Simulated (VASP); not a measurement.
# GaAs (F-43m) in VASP: further runs

Runs on GaAs. Level: r2SCAN. Tasks: phonons.

All numbers are computed with VASP 6.6.1; they aren't measurements. Logs are shortened: lines on timing, memory, paths and dates and some standing lists are left out, and cuts for length are marked.

## (1) The cell of the first run

Symmetry: F-43m, No. 216, cubic system. Conventional cell: a = 5.638 Å, b = 5.638 Å, c = 5.638 Å, α = 90.00°, β = 90.00°, γ = 90.00°. Within 3.2 Å of Ga (site symmetry -43m) lie 4 As at 2.44 Å. Within 3.2 Å of As (site symmetry -43m) lie 4 Ga at 2.44 Å.

## (2) Phonons, r2SCAN (volume scaled by 0.985)

INCAR reads:

```
ALGO = Normal
EDIFF = 1E-8
ENCUT = 520
IBRION = 6
ISIF = 2
ISMEAR = 0
LASPH = T
LCHARG = F
LMIXTAU = T
LREAL = F
LWAVE = F
METAGGA = R2SCAN
NELM = 80
NFREE = 2
NSW = 1
POTIM = 0.015
PREC = Accurate
SIGMA = 0.01
```

KPOINTS reads:

```
k-points
0
Gamma
  8 8 8
```

POSCAR reads:

```
GaAs
1.0
    0.0000000000      2.8191882624      2.8191882624
    2.8191882624      0.0000000000      2.8191882624
    2.8191882624      2.8191882624      0.0000000000
Ga As
1 1
Direct
    0.0000000000      0.0000000000      0.0000000000
    0.7500000000      0.7500000000      0.7500000000
```

Potentials or basis: VASP PAW PBE potentials, release 64 (Ga_d, As).

Launch:

```
$ cat potpaw_PBE.64/Ga_d/POTCAR potpaw_PBE.64/As/POTCAR > POTCAR
$ mpirun -np 1 vasp_std > vasp.out
```

OUTCAR:

```text
EDIFF = 1E-8
   ENCUT = 520
   IBRION = 6
   ISIF = 2
   ISMEAR = 0
   LASPH = T
   LREAL = F
   METAGGA = R2SCAN
   NELM = 80
   NFREE = 2
   NSW = 1
   POTIM = 0.015
   PREC = Accurate

 ion  position               nearest neighbor table
   1  0.000  0.000  0.000-   2 2.44   2 2.44   2 2.44   2 2.44
   2  0.750  0.750  0.750-   1 2.44   1 2.44   1 2.44   1 2.44

  LATTYP: Found a face centered cubic cell.
 ALAT       =     5.6383765248

  Lattice vectors:

 A1 = (   0.0000000000,   2.8191882624,   2.8191882624)
 A2 = (   2.8191882624,   0.0000000000,   2.8191882624)
 A3 = (   2.8191882624,   2.8191882624,   0.0000000000)

Analysis of symmetry for initial positions (statically):
=====================================================================
 Subroutine PRICEL returns:
 Original cell was already a primitive cell.

 Routine SETGRP: Setting up the symmetry group for a
 face centered cubic supercell.

 Subroutine GETGRP returns: Found 24 space group operations
 (whereof 24 operations were pure point group operations)
 out of a pool of 48 trial point group operations.

The static configuration has the point symmetry T_d .

Analysis of symmetry for dynamics (positions and initial velocities):
=====================================================================
 Subroutine PRICEL returns:
 Original cell was already a primitive cell.

 Routine SETGRP: Setting up the symmetry group for a
 face centered cubic supercell.

 Subroutine GETGRP returns: Found 24 space group operations
 (whereof 24 operations were pure point group operations)
 out of a pool of 48 trial point group operations.

The dynamic configuration has the point symmetry T_d .

 Subroutine INISYM returns: Found 24 space group operations
 (whereof 24 operations are pure point group operations),
 and found     1 'primitive' translations

----------------------------------------------------------------------------------------

                                     Primitive cell

  volume of cell :      44.8128

  direct lattice vectors                    reciprocal lattice vectors
     0.000000000  2.819188262  2.819188262    -0.177356017  0.177356017  0.177356017
     2.819188262  0.000000000  2.819188262     0.177356017 -0.177356017  0.177356017
     2.819188262  2.819188262  0.000000000     0.177356017  0.177356017 -0.177356017

  length of vectors
     3.986934276  3.986934276  3.986934276     0.307189632  0.307189632  0.307189632

  position of ions in fractional coordinates (direct lattice)
     0.000000000  0.000000000  0.000000000
     0.750000000  0.750000000  0.750000000

  ion indices of the primitive-cell ions
   primitive index   ion index
                 1           1
                 2           2

----------------------------------------------------------------------------------------

 KPOINTS: k-points

Automatic generation of k-mesh.
 Grid dimensions read from file:
 generate k-points for:    8    8    8

 Generating k-lattice:

  Cartesian coordinates                     Fractional coordinates (reciprocal lattice)
    -0.022169502  0.022169502  0.022169502     0.125000000  0.000000000  0.000000000
     0.022169502 -0.022169502  0.022169502     0.000000000  0.125000000  0.000000000
     0.022169502  0.022169502 -0.022169502     0.000000000  0.000000000  0.125000000

  Length of vectors
     0.038398704  0.038398704  0.038398704

  Shift w.r.t. Gamma in fractional coordinates (k-lattice)
     0.000000000  0.000000000  0.000000000

 Subroutine IBZKPT returns following result:
 ===========================================

 Found     29 irreducible k-points:

 Following reciprocal coordinates:
            Coordinates               Weight
  0.000000  0.000000  0.000000      1.000000
  0.125000  0.000000  0.000000      8.000000
  0.250000  0.000000  0.000000      8.000000
  0.375000  0.000000  0.000000      8.000000
  0.500000  0.000000  0.000000      4.000000
  0.125000  0.125000  0.000000      6.000000
[... 16 lines left out ...]
  0.500000  0.250000  0.125000     48.000000
 -0.375000  0.250000  0.125000     24.000000
 [... further k-points ...]
   k-points           NKPTS =     29   k-points in BZ     NKDIM =     29   number of bands    NBANDS=     13
   number of dos      NEDOS =    301   number of ions     NIONS =      2
   total plane-waves  NPLWV =  27000
   dimension x,y,z NGX =    30 NGY =   30 NGZ =   30
   dimension x,y,z NGXF=    60 NGYF=   60 NGZF=   60
   ions per type =               1   1
   NGX,Y,Z   is equivalent  to a cutoff of  12.51, 12.51, 12.51 a.u.
   NGXF,Y,Z  is equivalent  to a cutoff of  25.02, 25.02, 25.02 a.u.
 SYSTEM =  unknown system
   PREC   = accura    normal or accurate (medium, high low for compatibility)
   ISTART =      0    job   : 0-new  1-cont  2-samecut
   ICHARG =      2    charge: 1-file 2-atom 10-const
   ISPIN  =      1    spin polarized calculation?
   LNONCOLLINEAR =      F non collinear calculations
   LSORBIT =      F    spin-orbit coupling
   LASPH  =      T    aspherical Exc in radial PAW
   ENCUT  =  520.0 eV  38.22 Ry    6.18 a.u.   7.41  7.41  7.41*2*pi/ulx,y,z
   NELM   =     80;   NELMIN=  2; NELMDL= -5     # of ELM steps
   EDIFF  = 0.1E-07   stopping-criterion for ELM
   LREAL  =      F    real-space projection
   EDIFFG = 0.1E-06   stopping-criterion for IOM
   NSW    =     61    number of steps for IOM
   IBRION =      6    ionic relax: 0-MD 1-quasi-New 2-CG
   NFREE  =      2    steps in history (QN), initial steepest desc. (CG)
   ISIF   =      2    stress and relaxation
   ISYM   =      2    0-nonsym 1-usesym 2-fastsym
   POTIM  = 0.0150    time-step for ionic-motion
   TEBEG  =    0.0;   TEEND  =   0.0 temperature during run
   PSTRESS=    0.0 pullay stress
   NELECT =      18.0000    total number of electrons
   NUPDOWN=      -1.0000    fix difference up-down
   EMIN   =  10.00;   EMAX   =-10.00  energy-range for DOS
   EFERMI =   0.00;   METHOD = LEGACY
   ISMEAR =     0;   SIGMA  =   0.01  broadening in eV -4-tet -1-fermi 0-gaus
   EFERMI_NEDOS =   21; number of points for ismear=-14 and -15
   IALGO  =     38    algorithm
   IMIX   =      4    mixing-type and parameters
     AMIX     =   0.40;   BMIX     =  1.00
     AMIX_MAG =   1.60;   BMIX_MAG =  1.00
  volume/ion in A,a.u.               =      22.41       151.21
  Fermi-wavevector in a.u.,A,eV,Ry     =   1.207902  2.282603 19.851261  1.459026
  Thomas-Fermi vector in A             =   2.343526
   LORBIT       =      0    0 simple, 1 ext, 2 COOP (PROOUT), +10 PAW based schemes
   METAGGA = R2SCAN    functional components
   LHFCALC =     F    Hartree Fock is set to
   AEXX    =    0.0000 exact exchange contribution
   IVDW    =     0    specifies the selected vdW correction
   LEPSILON=     F    determine dielectric tensor
   LRPA    =     F    only Hartree local field effects (RPA)
 finite differences with symmetry
 non-spin polarized calculation
 Gauss-broadening in eV      SIGMA  =   0.01
  energy-cutoff  :      520.00
  volume of cell :       44.81
 maximum number of plane-waves:      1243
 NGX is ok and might be reduce to    30
   NGX = 15   NGY = 15   NGZ = 15

--------------------------------------- Ionic step        1  -------------------------------------------

 number of electron      18.0000001 magnetization

 Free energy of the ion-electron system (eV)
  ---------------------------------------------------
  ext. energy  EPLUGINS =         0.00000000
  ---------------------------------------------------
  free energy    TOTEN  =       -27.05054352 eV

  energy without entropy =      -27.05054352  energy(sigma->0) =      -27.05054352

------------------------ aborting loop because EDIFF is reached ----------------------------------------

  FORCE on cell =-STRESS in cart. coord.  units (eV):
  Direction    XX          YY          ZZ          XY          YZ          ZX
  --------------------------------------------------------------------------------------
  -------------------------------------------------------------------------------------
  Total        0.3470441      0.3470441      0.3470441     -0.0000000      0.0000000     -0.0000000
  in kB       12.4077481     12.4077481     12.4077481     -0.0000000      0.0000000     -0.0000000
  external PRESSURE =      12.4077481 kB  Pullay stress =       0.0000000 kB
[... 129 lines left out ...]
  energy  without entropy=      -27.0494444223  energy(sigma->0) =      -27.04944442

--------------------------------------- Ionic step        5  -------------------------------------------

 number of electron      18.0000001 magnetization

 Free energy of the ion-electron system (eV)
  ---------------------------------------------------
  ext. energy  EPLUGINS =         0.00000000
  ---------------------------------------------------
  free energy    TOTEN  =       -27.04944063 eV

  energy without entropy =      -27.04944063  energy(sigma->0) =      -27.04944063

 E-fermi :   3.8799     XC(G=0): -10.2946

 val. band max:        3.8039428648   @ k =   0.0000   0.0000   0.0000
 cond. band min:       4.8189292343   @ k =   0.0000   0.0000   0.0000
 fundamental gap:      1.0149863695
 Fermi energy:         3.8799312786

 k-point     1 :       0.0000    0.0000    0.0000
  band No.  band energies     occupation
      1     -11.4955      2.00000
      2     -11.4939      2.00000
      3     -11.4919      2.00000
      4     -11.4020      2.00000
      5     -11.4020      2.00000
      6      -9.5145      2.00000
      7       3.7085      2.00000
      8       3.7573      2.00000
      9       3.8039      2.00000
     10       4.8189      0.00000
     11       7.7675      0.00000
     12       7.7985      0.00000
     13       7.8317      0.00000
[... 353 lines left out ...]
 k-point    24 :      -0.3750    0.2500    0.1250
  band No.  band energies     occupation
      1     -11.5946      2.00000
      2     -11.4659      2.00000
      3     -11.4583      2.00000
      4     -11.4067      2.00000
      5     -11.3981      2.00000
      6      -7.2818      2.00000
      7      -2.9035      2.00000
      8       0.4296      2.00000
      9       1.7142      2.00000
     10       7.1614      0.00000
     11       8.2595      0.00000
     12      10.5880      0.00000
     13      12.0126      0.00000

 [... further k-points ...]

------------------------ aborting loop because EDIFF is reached ----------------------------------------

  FORCE on cell =-STRESS in cart. coord.  units (eV):
  Direction    XX          YY          ZZ          XY          YZ          ZX
  --------------------------------------------------------------------------------------
  -------------------------------------------------------------------------------------
  Total        0.3465245      0.3489132      0.3489132      0.0000000     -0.1141148      0.0000000
  in kB       12.3891726     12.4745750     12.4745750      0.0000000     -4.0799093      0.0000000
  external PRESSURE =      12.4461075 kB  Pullay stress =       0.0000000 kB
[... 17 lines left out ...]
  FREE ENERGIE OF THE ION-ELECTRON SYSTEM (eV)
  ---------------------------------------------------
  free  energy   TOTEN  =       -27.0494406256 eV

  energy  without entropy=      -27.0494406256  energy(sigma->0) =      -27.04944063

 INTERNAL STRAIN TENSORS FROM DISPLACED ATOMS
 ============================================

 INTERNAL STRAIN TENSOR FOR ION    1 for displacements in x,y,z  (eV/Angst):
          X           Y           Z          XY          YZ          ZX
  --------------------------------------------------------------------------------
  x     0.00000     0.00000     0.00000     0.00000    -7.35556     0.00000
  y     0.00000     0.00000     0.00000     0.00000     0.00000    -7.35556
  z     0.00000     0.00000     0.00000    -7.35556     0.00000     0.00000

 INTERNAL STRAIN TENSOR FOR ION    2 for displacements in x,y,z  (eV/Angst):
          X           Y           Z          XY          YZ          ZX
  --------------------------------------------------------------------------------
  x    -0.00000     0.00000     0.00000     0.00000     7.57845     0.00000
  y     0.00000     0.00000     0.00000     0.00000     0.00000     7.57845
  z     0.00000     0.00000    -0.00000     7.57845     0.00000     0.00000

 Eigenvectors and eigenvalues of the dynamical matrix
 ----------------------------------------------------

   1 f  =    8.137020 THz    51.126402 2PiTHz  271.421760 cm-1    33.651994 meV
             X         Y         Z           dx          dy          dz
      0.000000  0.000000  0.000000    -0.719127    0.000000    0.000000
      4.228782  4.228782  4.228782     0.694879    0.000000    0.000000

   2 f  =    8.137020 THz    51.126402 2PiTHz  271.421760 cm-1    33.651994 meV
             X         Y         Z           dx          dy          dz
      0.000000  0.000000  0.000000     0.000000   -0.000000    0.719127
      4.228782  4.228782  4.228782     0.000000   -0.000000   -0.694879
[... 11 lines left out ...]
   5 f/i=    0.006745 THz     0.042377 2PiTHz    0.224973 cm-1     0.027893 meV
             X         Y         Z           dx          dy          dz
      0.000000  0.000000  0.000000     0.000000    0.437568   -0.539806
      4.228782  4.228782  4.228782     0.000000    0.452837   -0.558643

   6 f/i=    0.006745 THz     0.042377 2PiTHz    0.224973 cm-1     0.027893 meV
             X         Y         Z           dx          dy          dz
      0.000000  0.000000  0.000000     0.000000   -0.539806   -0.437568
      4.228782  4.228782  4.228782     0.000000   -0.558643   -0.452837

 ELASTIC MODULI CONTR FROM IONIC RELAXATION (kBar)
 Direction    XX          YY          ZZ          XY          YZ          ZX
 --------------------------------------------------------------------------------
 XX          -0.0000      0.0000      0.0000     -0.0000      0.0000     -0.0000
 YY           0.0000     -0.0000      0.0000     -0.0000     -0.0000      0.0000
 ZZ           0.0000      0.0000     -0.0000      0.0000     -0.0000     -0.0000
 XY          -0.0000     -0.0000      0.0000   -203.7392      0.0000      0.0000
 YZ           0.0000     -0.0000     -0.0000      0.0000   -203.7392      0.0000
 ZX          -0.0000      0.0000     -0.0000      0.0000      0.0000   -203.7392
 --------------------------------------------------------------------------------
```

It took 15 min on 1 thread of Intel Xeon Platinum 8259CL at 2.50GHz (Skylake/Cascade Lake), shared host; peak memory 0.26 GiB.

Results:

```yaml
Highest_phonon_frequency_at_Γ_LO-TO_splitting_left_out: 271 cm⁻¹
```

Phonon frequencies in cm⁻¹ (negative: imaginary):
| q point | frequencies |
| --- | --- |
| (0.000, 0.000, 0.000) | 0 0 0 271 271 271 |

Caveat: the cell wasn't relaxed at this level first, which shifts response properties; the PAW data sets were made with another functional, which shifts forces and pressure a little.

(Part 1 of 2 ends here.)
